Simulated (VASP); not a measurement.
VN2: single point with PBE

The system is VN2.

```
V N
1.0
    -2.15075    2.15075    2.49135
     2.15075   -2.15075    2.49135
     2.15075    2.15075   -2.49135
V N
2 4
Direct
  0.25000 0.25000 0.00000
  0.75000 0.75000 0.00000
  0.11510 0.61510 0.73020
  0.61510 0.88490 0.50000
  0.88490 0.38490 0.26980
  0.38490 0.11510 0.50000
```

| Quantity | Value |
| --- | --- |
| Program | VASP 6.6.1 |
| Task | single point |
| Functional | PBE |
| Potentials or basis | VASP PAW PBE potentials, release 64 (V_sv, N) |
| Cutoff | 520 eV |
| k mesh | 10 × 10 × 10, shifted |
| Occupations | gaussian, width 0.1 eV |
| Spin | no spin polarisation |
| Dipole correction | no |
| Further INCAR settings | ALGO = Normal; EDIFF = 1e-06; NBANDS = 32 |

```yaml
Pressure: -0.3 GPa
Largest_force: 0.368 eV/Å
Band_gap_on_the_k_mesh: zero (band 23 reaches 11.66 eV, above the bottom of band 24 at 11.33 eV)
```

Forces on the atoms (eV/Å):
```
V    0.000  0.000  0.000
V    0.000  0.000  0.000
N   -0.261 -0.261  0.000
N    0.261 -0.261  0.000
N    0.261  0.261  0.000
N   -0.261  0.261  0.000
```

Stress tensor (GPa, compression positive):
```
 0.26  0.00  0.00
 0.00  0.26  0.00
 0.00  0.00 -1.39
```

Levels at points of the mesh, in eV from the Fermi level:
| k point | band 21 | band 22 | band 23 | band 24 | band 25 | band 26 |
| --- | --- | --- | --- | --- | --- | --- |
| (0.05, 0.05, 0.05) | -2.76 | -2.53 | -2.45 | 0.63 | 0.88 | 1.05 |

Run time: 67 s on 1 thread of Intel(R) Xeon(R) 6975P-C (Granite Rapids) (shared host), peak memory 0.24 GiB.

Caveat: the run has no spin polarisation, though such a crystal can be magnetic. With open d or f shells a metallic result of PBE can be an artefact of self-interaction; +U or a hybrid may open a gap.
